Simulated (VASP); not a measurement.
**Al: single point with HSE06**

The system is Al.

```
Al
1.0
     4.05000    0.00000    0.00000
     0.00000    4.05000    0.00000
     0.00000    0.00000    4.05000
Al
4
Direct
  0.00000 0.00000 0.00000
  0.00000 0.50000 0.50000
  0.50000 0.00000 0.50000
  0.50000 0.50000 0.00000
```

- Program: VASP 6.6.1
- Task: single point
- Functional: HSE06
- Potentials or basis: VASP PAW PBE potentials, release 64 (Al)
- Cutoff: 520 eV
- k mesh: 3 × 3 × 3
- Occupations: fermi-dirac, width 0.1 eV
- Spin: no spin polarisation

```json
{
  "Pressure": "-1.1 GPa",
  "Band gap on the k mesh": "zero (band 6 reaches 8.41 eV, above the bottom of band 7 at 5.31 eV)"
}
```

Levels at points of the mesh, in eV from the Fermi level:
```
           k point  band 2  band 3  band 4  band 5  band 6  band 7  band 8  band 9  band 10  band 11
(0.00, 0.00, 0.00)   -3.78   -3.78   -3.78   -2.19   -2.19   -2.19    5.53    5.53     5.53     5.87
```

Run time: 75 s on 1 thread of Intel(R) Xeon(R) Platinum 8259CL CPU @ 2.50GHz (Skylake/Cascade Lake) (shared host), peak memory 0.26 GiB.

Caveat: the k points lie up to 0.52 Å⁻¹ apart; the PAW data sets were made with another functional, which shifts forces and pressure a little.
